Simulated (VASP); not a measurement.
**AlRu: single point with PBEsol**

Crystal: AlRu.

```
Al Ru
1.0
     3.07249    0.00000    0.00000
     0.00000    3.07249    0.00000
     0.00000    0.00000    3.07249
Al Ru
1 1
Direct
  0.00000 0.00000 0.00000
  0.50000 0.50000 0.50000
```

This cell differs from its parent crystal: volume scaled by 1.10.

```yaml
Program: VASP 6.6.1
Task: single point
Functional: PBEsol
Potentials_or_basis: VASP PAW PBE potentials, release 64 (Al, Ru_pv)
Cutoff: 520 eV
k_mesh: 14 × 14 × 14
Occupations: gaussian, width 0.1 eV
Spin: no spin polarisation
```

- Pressure: -17.0 GPa

Levels at points of the mesh, in eV from the Fermi level:
```
           k point  band 6  band 7  band 8  band 9  band 10  band 11  band 12  band 13
(0.00, 0.00, 0.00)   -3.18    0.16    0.16    0.16     5.70     5.70     5.70    10.53
(0.50, 0.00, 0.00)   -2.47   -1.44   -1.44    0.38     2.00     7.48    10.58    10.58
(0.50, 0.50, 0.00)   -1.30   -1.30   -1.02   -1.02     1.34     4.77     5.49     9.97
(0.50, 0.50, 0.50)   -4.20    1.42    1.42    2.12     3.92     3.92     3.92     7.85
```

Wall time 30 s on 1 thread of Intel(R) Xeon(R) Platinum 8259CL CPU @ 2.50GHz (Skylake/Cascade Lake) (shared host), peak memory 0.18 GiB.

Caveat: the PAW data sets were made with another functional, which shifts forces and pressure a little.
